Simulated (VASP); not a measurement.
Wanted: the native input for a VASP 6.6.1 run.

| Property | Result |
| --- | --- |
| Task | single point |
| Functional | PBE |
| Potentials or basis | VASP PAW PBE potentials, release 64 (Ru_pv, Ir) |
| Cutoff | 520 eV |
| k mesh | 6 × 6 × 2 |
| Occupations | gaussian, width 0.1 eV |
| Spin | no spin polarisation |
| Dipole correction | no |
| Further INCAR settings | ALGO = Normal; EDIFF = 1e-06; NBANDS = 41 |

The structure of Ir2Ru lies in POSCAR:

```
Ir2Ru
1.0
    2.7420893000      0.0000000000      0.0000000000
   -1.3710447000      2.3747190000      0.0000000000
    0.0000000000      0.0000000000     13.1556345000
Ru Ir
2 4
Direct
    0.0000000000      0.0000000000      0.6651990000
    0.0000000000      0.0000000000      0.3348010000
    0.0000000000      0.0000000000      0.0000000000
    0.3333333000      0.6666667000      0.8290960000
    0.3333333000      0.6666667000      0.1709040000
    0.3333333000      0.6666667000      0.5000000000
```

The input as run:

INCAR

```
PREC = Accurate
ENCUT = 520
EDIFF = 1E-6
ISMEAR = 0
SIGMA = 0.1
LREAL = False
LASPH = True
NELM = 60
ALGO = Normal
ISIF = 2
LWAVE = False
LCHARG = False
GGA = PE
NBANDS = 41
```

KPOINTS

```
regular mesh
0
Gamma
  6 6 2
```

Potentials or basis: VASP PAW PBE potentials, release 64 (Ru_pv, Ir).

Run with:

```sh
$ cat potpaw_PBE.64/Ru_pv/POTCAR potpaw_PBE.64/Ir/POTCAR > POTCAR
$ mpirun -np 1 vasp_std > vasp.out
```

It gave:

* Pressure: 1.2 GPa
* Largest force: 0.020 eV/Å
* Band gap on the k mesh: zero (bands 32 and 33 overlap by 2.61 eV)

Caveat: the k points lie up to 0.44 Å⁻¹ apart, too coarse for converged energies and pressures of a metal; spin-orbit coupling is left out, which moves the levels of the heavy elements.

It took 57 s on 1 thread of AMD EPYC 7R13 Processor (Zen 3) (shared host), peak memory 0.18 GiB.
